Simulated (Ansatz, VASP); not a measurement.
NaTaO: VASP beside Ansatz

```xyz
3
Lattice="2.1073 -2.1080 0.0000 2.1073 2.1080 0.0000 0.0000 0.0000 6.5716" Properties=species:S:1:pos:R:3 pbc="T T T"
Na    0.0000    0.0000    0.0000
Ta    0.0000    0.0000    3.2858
O     2.1073    0.0000    3.2858
```

Alike in both runs: functional PBE; k mesh 6 × 6 × 4; occupations gaussian, width 0.2 eV; no spin polarisation.

Ansatz relaxed the structure, and its values are those at the end. VASP's run is a single point on that final structure, the one shown.

|  | VASP | Ansatz |
| --- | --- | --- |
| version | VASP 6.6.1 | Ansatz 0.2.0 |
| potentials or method | VASP PAW PBE potentials, release 64 (Na_pv, Ta_pv, O), cutoff 600 eV | scalar-relativistic, plane waves, PAW |
| valence electrons in the cell | 24 | 28 |

VASP gave:

| Property | Result |
| --- | --- |
| gap on the k mesh at the Fermi level (eV) | none |
| pressure (GPa) | 0.2 |

Problem. Estimate Ansatz's values.

Solution. gap on the k mesh at the Fermi level (eV): none; pressure (GPa): 0.0.

A gap of «none» marks a metal or a gap that the smearing closes. With one functional, cell and mesh, what is left measures potentials, basis and numerics. VASP's potentials hold 24 valence electrons a cell and Ansatz's 28, so a difference there can come from the potentials and not from the codes.

Neither program's run includes spin-orbit coupling.
